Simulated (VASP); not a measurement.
Cu:

```xyz
1
Lattice="-1.4346 1.4346 1.4346 1.4346 -1.4346 1.4346 1.4346 1.4346 -1.4346" Properties=species:S:1:pos:R:3 pbc="T T T"
Cu    0.0000    0.0000    0.0000
```

| Property | Result |
| --- | --- |
| Program | VASP 6.6.1 |
| Task | relaxation of cell and atoms |
| Functional | RPBE |
| Potentials or basis | VASP PAW PBE potentials, release 64 (Cu) |
| Cutoff | 600 eV |
| k mesh | 15 × 15 × 15 |
| Occupations | fermi-dirac, width 0.1 eV |
| Spin | no spin polarisation |

At the start: pressure 8.0 GPa; volume 11.81 Å³/atom.

How do energy, volume and symmetry change on relaxing?

Over 3 steps the energy falls by 16.4 meV/atom and the volume is 12.51 Å³/atom (+5.9 %); space group Im-3m (No. 229, to 0.05 Å).

The path:
```tsv
step	energy change (eV)	largest force (eV/Å)	pressure (GPa)	volume (Å³)
1	0.0000	0.0000	7.95	11.81
2	-0.0133	0.0000	-2.91	12.84
3	-0.0164	0.0000	0.04	12.51
```

Final structure:
```
Cu
1.0
    -1.46238    1.46238    1.46238
     1.46238   -1.46238    1.46238
     1.46238    1.46238   -1.46238
Cu
1
Direct
  0.00000 0.00000 0.00000
```

Caveat: the PAW data sets were made with another functional, which shifts forces and pressure a little.
